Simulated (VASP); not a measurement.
# InP (I-4m2) in VASP: notebook

Runs on InP. Level: r2SCAN. Tasks: single point.

All numbers are computed with VASP 6.6.1; they aren't measurements. Logs are shortened: lines on timing, memory, paths and dates and some standing lists are left out, and cuts for length are marked.

### Step 1. The cell of the first run

The structure is tetragonal, space group I-4m2 (No. 119). The conventional cell has a = 4.207 Å, b = 4.207 Å, c = 6.037 Å, α = 90.00°, β = 90.00°, γ = 90.00°. In (site symmetry -4m2) has 4 P at 2.59 Å within 3.4 Å. Within 3.4 Å of P (site symmetry -4m2) lie 4 In at 2.59 Å.

### Step 2. Single point, r2SCAN (strain +0.015 along x and y, +0.030 along z)

Contents of POSCAR:

```
InP
1.0
    0.0000000000      2.9744575000      3.0184150000
    2.9744575000      0.0000000000      3.0184150000
    2.9744575000      2.9744575000      0.0000000000
In P
1 1
Direct
    0.0000000000      0.0000000000      0.0000000000
    0.7500000000      0.7500000000      0.7500000000
```

Contents of INCAR.step1:

```
SYSTEM = InP
  PREC = Accurate
  ENCUT = 520
  ISMEAR = 0
  SIGMA = 0.05
  LREAL = .FALSE.
  LASPH = .TRUE.
  NELM = 100
  NBANDS = 16
  GGA = PE
  ALGO = Normal
  EDIFF = 1E-4
  LWAVE = .TRUE.
  LCHARG = .FALSE.
```

Contents of INCAR.step2:

```
SYSTEM = InP
  PREC = Accurate
  ENCUT = 520
  EDIFF = 1E-7
  ISMEAR = 0
  SIGMA = 0.05
  LREAL = .FALSE.
  LASPH = .TRUE.
  NELM = 100
  ALGO = Normal
  ISIF = 2
  LWAVE = .FALSE.
  LCHARG = .FALSE.
  METAGGA = R2SCAN
  LMIXTAU = .TRUE.
  NBANDS = 16
  ISTART = 1
```

Contents of KPOINTS:

```
regular mesh
0
G
  8 8 8
  0 0 0
```

Potentials or basis: VASP PAW PBE potentials, release 64 (In_d, P).

Launch:

```bash
cat potpaw_PBE.64/In_d/POTCAR potpaw_PBE.64/P/POTCAR > POTCAR
cp INCAR.step1 INCAR
mpirun -np 1 vasp_std > vasp.out
cp INCAR.step2 INCAR
mpirun -np 1 vasp_std > vasp.out
```

OUTCAR:

```text
SYSTEM = InP
   PREC = Accurate
   ENCUT = 520
   EDIFF = 1E-7
   ISMEAR = 0
   LREAL = .FALSE.
   LASPH = .TRUE.
   NELM = 100
   ISIF = 2
   METAGGA = R2SCAN
   ISTART = 1

 ion  position               nearest neighbor table
   1  0.000  0.000  0.000-   2 2.59   2 2.59   2 2.59   2 2.59
   2  0.750  0.750  0.750-   1 2.59   1 2.59   1 2.59   1 2.59

  LATTYP: Found a body centered tetragonal cell.
 ALAT       =     4.2065181372
 C/A-ratio  =     1.4351132702

  Lattice vectors:

 A1 = (  -2.9744575000,   0.0000000000,   3.0184150000)
 A2 = (   2.9744575000,   0.0000000000,   3.0184150000)
 A3 = (   0.0000000000,   2.9744575000,  -3.0184150000)

Analysis of symmetry for initial positions (statically):
=====================================================================
 Subroutine PRICEL returns:
 Original cell was already a primitive cell.

 Routine SETGRP: Setting up the symmetry group for a
 body centered tetragonal supercell.

 Subroutine GETGRP returns: Found  8 space group operations
 (whereof  8 operations were pure point group operations)
 out of a pool of 16 trial point group operations.

The static configuration has the point symmetry D_2d.

Analysis of symmetry for dynamics (positions and initial velocities):
=====================================================================
 Subroutine PRICEL returns:
 Original cell was already a primitive cell.

 Routine SETGRP: Setting up the symmetry group for a
 body centered tetragonal supercell.

 Subroutine GETGRP returns: Found  8 space group operations
 (whereof  8 operations were pure point group operations)
 out of a pool of 16 trial point group operations.

The dynamic configuration has the point symmetry D_2d.

 Subroutine INISYM returns: Found  8 space group operations
 (whereof  8 operations are pure point group operations),
 and found     1 'primitive' translations

----------------------------------------------------------------------------------------

                                     Primitive cell

  volume of cell :      53.4102

  direct lattice vectors                    reciprocal lattice vectors
     0.000000000  2.974457500  3.018415000    -0.168097880  0.168097880  0.165649853
     2.974457500  0.000000000  3.018415000     0.168097880 -0.168097880  0.165649853
     2.974457500  2.974457500  0.000000000     0.168097880  0.168097880 -0.165649853

[... 75 lines left out ...]
   ISTART =      1    job   : 0-new  1-cont  2-samecut
   ICHARG =      0    charge: 1-file 2-atom 10-const
   ISPIN  =      1    spin polarized calculation?
   LNONCOLLINEAR =      F non collinear calculations
   LSORBIT =      F    spin-orbit coupling
   LASPH  =      T    aspherical Exc in radial PAW
   ENCUT  =  520.0 eV  38.22 Ry    6.18 a.u.   7.88  7.88  7.82*2*pi/ulx,y,z
   NELM   =    100;   NELMIN=  2; NELMDL=  0     # of ELM steps
   EDIFF  = 0.1E-06   stopping-criterion for ELM
   LREAL  =      F    real-space projection
   EDIFFG = 0.1E-05   stopping-criterion for IOM
   NSW    =      0    number of steps for IOM
   IBRION =     -1    ionic relax: 0-MD 1-quasi-New 2-CG
   NFREE  =      0    steps in history (QN), initial steepest desc. (CG)
   ISIF   =      2    stress and relaxation
   ISYM   =      2    0-nonsym 1-usesym 2-fastsym
   POTIM  = 0.5000    time-step for ionic-motion
   TEBEG  =    0.0;   TEEND  =   0.0 temperature during run
   PSTRESS=    0.0 pullay stress
   NELECT =      18.0000    total number of electrons
   NUPDOWN=      -1.0000    fix difference up-down
   EMIN   =  10.00;   EMAX   =-10.00  energy-range for DOS
   EFERMI =   0.00;   METHOD = LEGACY
   ISMEAR =     0;   SIGMA  =   0.05  broadening in eV -4-tet -1-fermi 0-gaus
   EFERMI_NEDOS =   21; number of points for ismear=-14 and -15
   IALGO  =     38    algorithm
   IMIX   =      4    mixing-type and parameters
     AMIX     =   0.40;   BMIX     =  1.00
     AMIX_MAG =   1.60;   BMIX_MAG =  1.00
  volume/ion in A,a.u.               =      26.71       180.22
  Fermi-wavevector in a.u.,A,eV,Ry     =   1.139263  2.152896 17.659291  1.297921
  Thomas-Fermi vector in A             =   2.275967
   LORBIT       =      0    0 simple, 1 ext, 2 COOP (PROOUT), +10 PAW based schemes
   METAGGA = R2SCAN    functional components
   LHFCALC =     F    Hartree Fock is set to
   AEXX    =    0.0000 exact exchange contribution
   IVDW    =     0    specifies the selected vdW correction
   LEPSILON=     F    determine dielectric tensor
   LRPA    =     F    only Hartree local field effects (RPA)
 non-spin polarized calculation
 Gauss-broadening in eV      SIGMA  =   0.05
  energy-cutoff  :      520.00
  volume of cell :       53.41
 maximum number of plane-waves:      1454
   NGX = 15   NGY = 15   NGZ = 15

 number of electron      18.0000001 magnetization

 Free energy of the ion-electron system (eV)
  ---------------------------------------------------
  ext. energy  EPLUGINS =         0.00000000
  ---------------------------------------------------
  free energy    TOTEN  =       -32.28188142 eV

  energy without entropy =      -32.28188142  energy(sigma->0) =      -32.28188142

 E-fermi :   4.6929     XC(G=0):  -9.6062

 val. band max:        4.4044419530   @ k =   0.0000   0.0000   0.0000
 cond. band min:       5.2003588070   @ k =   0.0000   0.0000   0.0000
 fundamental gap:      0.7959168540
 Fermi energy:         4.6929335321

 k-point     1 :       0.0000    0.0000    0.0000
  band No.  band energies     occupation
      1     -10.1788      2.00000
      2     -10.1725      2.00000
      3     -10.1724      2.00000
      4     -10.0273      2.00000
      5     -10.0244      2.00000
      6      -7.2169      2.00000
[... 433 lines left out ...]
      3     -10.1342      2.00000
      4     -10.0332      2.00000
      5     -10.0114      2.00000
      6      -6.0239      2.00000
[... 8 lines left out ...]
     15      14.7280      0.00000
     16      14.9171      0.00000

 [... further k-points ...]
[... 5 lines left out ...]
  --------------------------------------------------------------------------------------
  -------------------------------------------------------------------------------------
  Total       -0.7134221     -0.7134221     -0.9431181      0.0000000      0.0000000      0.0000000
  in kB      -21.4009299    -21.4009299    -28.2912529      0.0000000      0.0000000      0.0000000
  external PRESSURE =     -23.6977042 kB  Pullay stress =       0.0000000 kB

 VOLUME and BASIS-vectors are now :
 -----------------------------------------------------------------------------
  energy-cutoff  :      520.00
  volume of cell :       53.41
      direct lattice vectors                 reciprocal lattice vectors
     0.000000000  2.974457500  3.018415000    -0.168097880  0.168097880  0.165649853
     2.974457500  0.000000000  3.018415000     0.168097880 -0.168097880  0.165649853
     2.974457500  2.974457500  0.000000000     0.168097880  0.168097880 -0.165649853

 POSITION                                       TOTAL-FORCE (eV/Angst)
 -----------------------------------------------------------------------------------
      0.00000      0.00000      0.00000         0.000000      0.000000      0.000000
      4.46169      4.46169      4.52762        -0.000000     -0.000000     -0.000000
 -----------------------------------------------------------------------------------
    total drift:                                0.000005      0.000005     -0.000000

  FREE ENERGIE OF THE ION-ELECTRON SYSTEM (eV)
  ---------------------------------------------------
  free  energy   TOTEN  =       -32.2818814153 eV

  energy  without entropy=      -32.2818814153  energy(sigma->0) =      -32.28188142
```

OSZICAR.step1:

```text
N       E                     dE             d eps       ncg     rms          rms(c)
DAV:   1     0.111661721436E+03    0.11166E+03   -0.83181E+03  1888   0.122E+03
DAV:   2    -0.120668143233E+01   -0.11287E+03   -0.10803E+03  2104   0.297E+02
DAV:   3    -0.859228106254E+01   -0.73856E+01   -0.73481E+01  2432   0.740E+01
DAV:   4    -0.879307192872E+01   -0.20079E+00   -0.20072E+00  2552   0.134E+01
DAV:   5    -0.880253051491E+01   -0.94586E-02   -0.94584E-02  2704   0.239E+00    0.518E+00
DAV:   6    -0.842598728101E+01    0.37654E+00   -0.61957E-01  3072   0.121E+01    0.310E+00
DAV:   7    -0.840272490169E+01    0.23262E-01   -0.14394E-01  2696   0.281E+00    0.120E+00
DAV:   8    -0.840340522972E+01   -0.68033E-03   -0.13492E-02  2416   0.134E+00    0.257E-01
DAV:   9    -0.840406227970E+01   -0.65705E-03   -0.12777E-03  2480   0.396E-01    0.142E-01
DAV:  10    -0.840420246535E+01   -0.14019E-03   -0.18244E-04  2264   0.158E-01    0.771E-02
DAV:  11    -0.840428483119E+01   -0.82366E-04   -0.15222E-04  2264   0.112E-01
   1 F= -.84042848E+01 E0= -.84042848E+01  d E =-.250225E-09
```

It took 64 s on 1 thread of Intel Xeon 6975P-C (Granite Rapids), shared host; peak memory 0.21 GiB.

What came out:

```yaml
Free_energy: -32.2819 eV
Pressure: -2.4 GPa
Band_gap_on_the_k_mesh: 0.80 eV, direct
```

Stress tensor (GPa, compression positive):
```
-2.14  0.00  0.00
 0.00 -2.14  0.00
 0.00  0.00 -2.83
```

Caveat: the cell differs from its parent crystal (strain +0.015 along x and y, +0.030 along z); the PAW data sets were made with another functional, which shifts forces and pressure a little; spin-orbit coupling is left out, which moves the levels of the heavy elements.

### Step 3. Single point, r2SCAN (strain +0.030 along x and y, +0.015 along z)

Contents of POSCAR:

```
InP
1.0
    0.0000000000      3.0184150000      2.9744575000
    3.0184150000      0.0000000000      2.9744575000
    3.0184150000      3.0184150000      0.0000000000
In P
1 1
Direct
    0.0000000000      0.0000000000      0.0000000000
    0.7500000000      0.7500000000      0.7500000000
```

Contents of INCAR.step1:

```
SYSTEM = InP
  PREC = Accurate
  ENCUT = 520
  ISMEAR = 0
  SIGMA = 0.05
  LREAL = .False.
  LASPH = .True.
  NELM = 100
  NBANDS = 16
  GGA = PE
  ALGO = Normal
  EDIFF = 1E-4
  LWAVE = .True.
  LCHARG = .False.
```

Contents of INCAR.step2:

```
SYSTEM = InP
  PREC = Accurate
  ENCUT = 520
  EDIFF = 1E-7
  ISMEAR = 0
  SIGMA = 0.05
  LREAL = .False.
  LASPH = .True.
  NELM = 100
  ALGO = Normal
  ISIF = 2
  LWAVE = .False.
  LCHARG = .False.
  METAGGA = R2SCAN
  LMIXTAU = .True.
  NBANDS = 16
  ISTART = 1
```

Contents of KPOINTS:

```
Automatic mesh
0
Gamma
  8 8 8
  0 0 0
```

Potentials or basis: VASP PAW PBE potentials, release 64 (In_d, P).

Launch:

```bash
cat potpaw_PBE.64/In_d/POTCAR potpaw_PBE.64/P/POTCAR > POTCAR
cp INCAR.step1 INCAR
mpirun -np 1 vasp_std > vasp.out
cp INCAR.step2 INCAR
mpirun -np 1 vasp_std > vasp.out
```

OUTCAR:

```text
SYSTEM = InP
   PREC = Accurate
   ENCUT = 520
   EDIFF = 1E-7
   ISMEAR = 0
   LREAL = .False.
   LASPH = .True.
   NELM = 100
   ISIF = 2
   METAGGA = R2SCAN
   ISTART = 1

 ion  position               nearest neighbor table
   1  0.000  0.000  0.000-   2 2.60   2 2.60   2 2.60   2 2.60
   2  0.750  0.750  0.750-   1 2.60   1 2.60   1 2.60   1 2.60

  LATTYP: Found a body centered tetragonal cell.
 ALAT       =     4.2686834299
 C/A-ratio  =     1.3936182192

  Lattice vectors:

 A1 = (   0.0000000000,  -3.0184150000,  -2.9744575000)
 A2 = (   0.0000000000,   3.0184150000,  -2.9744575000)
[... 625 lines left out ...]
      4     -10.1657      2.00000
      5     -10.1505      2.00000
      6      -6.1178      2.00000
[... 8 lines left out ...]
     15      14.5160      0.00000
     16      14.7189      0.00000

 [... further k-points ...]
[... 5 lines left out ...]
  --------------------------------------------------------------------------------------
  -------------------------------------------------------------------------------------
  Total       -1.1504133     -1.1504133     -0.9286591      0.0000000      0.0000000     -0.0000000
  in kB      -34.0070393    -34.0070393    -27.4518264      0.0000000      0.0000000     -0.0000000
  external PRESSURE =     -31.8219683 kB  Pullay stress =       0.0000000 kB

 VOLUME and BASIS-vectors are now :
 -----------------------------------------------------------------------------
  energy-cutoff  :      520.00
  volume of cell :       54.20
      direct lattice vectors                 reciprocal lattice vectors
     0.000000000  3.018415000  2.974457500    -0.165649853  0.165649853  0.168097880
     3.018415000  0.000000000  2.974457500     0.165649853 -0.165649853  0.168097880
     3.018415000  3.018415000  0.000000000     0.165649853  0.165649853 -0.168097880

 POSITION                                       TOTAL-FORCE (eV/Angst)
 -----------------------------------------------------------------------------------
      0.00000      0.00000      0.00000         0.000000      0.000000      0.000000
      4.52762      4.52762      4.46169        -0.000000     -0.000000      0.000000
 -----------------------------------------------------------------------------------
    total drift:                                0.000001      0.000001      0.000006

  FREE ENERGIE OF THE ION-ELECTRON SYSTEM (eV)
  ---------------------------------------------------
  free  energy   TOTEN  =       -32.2684928993 eV

  energy  without entropy=      -32.2684928993  energy(sigma->0) =      -32.26849290
```

OUTCAR.step1:

```text
SYSTEM = InP
   PREC = Accurate
   ENCUT = 520
   ISMEAR = 0
   LREAL = .False.
   LASPH = .True.
[... 678 lines left out ...]
      0.00000      0.00000      0.00000         0.000000      0.000000      0.000000
      4.52762      4.52762      4.46169        -0.000000     -0.000000     -0.000000
 -----------------------------------------------------------------------------------
    total drift:                                0.000000      0.000000      0.000000

  FREE ENERGIE OF THE ION-ELECTRON SYSTEM (eV)
  ---------------------------------------------------
  free  energy   TOTEN  =        -8.3995435573 eV

  energy  without entropy=       -8.3995434603  energy(sigma->0) =       -8.39954351
```

It took 64 s on 1 thread of Intel Xeon 6975P-C (Granite Rapids), shared host; peak memory 0.21 GiB.

What came out:

| Property | Result |
| --- | --- |
| Free energy | -32.2685 eV |
| Pressure | -3.2 GPa |
| Band gap on the k mesh | 0.69 eV, direct |

Stress tensor (GPa, compression positive):
```
-3.40  0.00  0.00
 0.00 -3.40  0.00
 0.00  0.00 -2.75
```

Caveat: the cell differs from its parent crystal (strain +0.030 along x and y, +0.015 along z); the PAW data sets were made with another functional, which shifts forces and pressure a little; spin-orbit coupling is left out, which moves the levels of the heavy elements.
